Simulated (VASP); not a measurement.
Write the native input for VASP 6.6.1 that does the following.

```
Task                   : single point
Functional             : PBEsol
Potentials or basis    : VASP PAW PBE potentials, release 64 (C, O)
Cutoff                 : 520 eV
k mesh                 : 3 × 3 × 3
Occupations            : methfessel-paxton, width 0.15 eV
Spin                   : no spin polarisation
Dipole correction      : no
Further INCAR settings : ALGO = Normal; EDIFF = 1e-07; NBANDS = 44
```

The structure of CO2 lies in POSCAR:

```
CO2
1.0
    5.6282212500     -0.0119793400     -0.0487982600
   -0.0119793400      5.6708580200     -0.0037566500
   -0.0487982600     -0.0037566500      5.6476465600
C O
4 8
Direct
    0.0031880973      0.9746125025      0.0013136183
    0.4820572837      0.0107947665      0.4831060301
    0.5198402412      0.4959819306     -0.0104439025
    0.9875373583      0.4848569702      0.5084295754
    0.1038173080      0.1183765545      0.1285641365
    0.3798124343      0.8658202810      0.6103795153
    0.6230265246      0.3779808359      0.8782314012
    0.8906158958      0.6276561218      0.3795300162
    0.8855396442      0.8779348389      0.8740877878
    0.6223330679      0.1128395010      0.3925438049
    0.4041833650      0.6219557461      0.1221515737
    0.1206236353      0.3860080899      0.6197226196
```

The input as run:

INCAR

```
SYSTEM = CO2
ALGO = Normal
EDIFF = 1E-7
ENCUT = 520
GGA = PS
ISIF = 2
ISMEAR = 1
LASPH = .TRUE.
LCHARG = .FALSE.
LREAL = .FALSE.
LWAVE = .FALSE.
NBANDS = 44
NELM = 80
PREC = Accurate
SIGMA = 0.15
```

KPOINTS

```
k-points
0
G
  3 3 3
  0 0 0
```

Potentials or basis: VASP PAW PBE potentials, release 64 (C, O).

The run is started by

```sh
$ cat potpaw_PBE.64/C/POTCAR potpaw_PBE.64/O/POTCAR > POTCAR
$ mpirun -np 1 vasp_std > vasp.out
```

It gave:

```json
{"Pressure": "4.9 GPa", "Largest force": "14.138 eV/Å", "Band gap on the k mesh": "5.83 eV"}
```

Caveat: the stress differs along the axes, from 2 to 8 GPa; this functional lacks dispersion, which holds the molecules together, so the pressure and a relaxed volume are unreliable; the PAW data sets were made with another functional, which shifts forces and pressure a little.

Wall time 78 s on 1 thread of AMD EPYC 7R13 Processor (Zen 3), with other jobs on the host, peak memory 0.25 GiB.
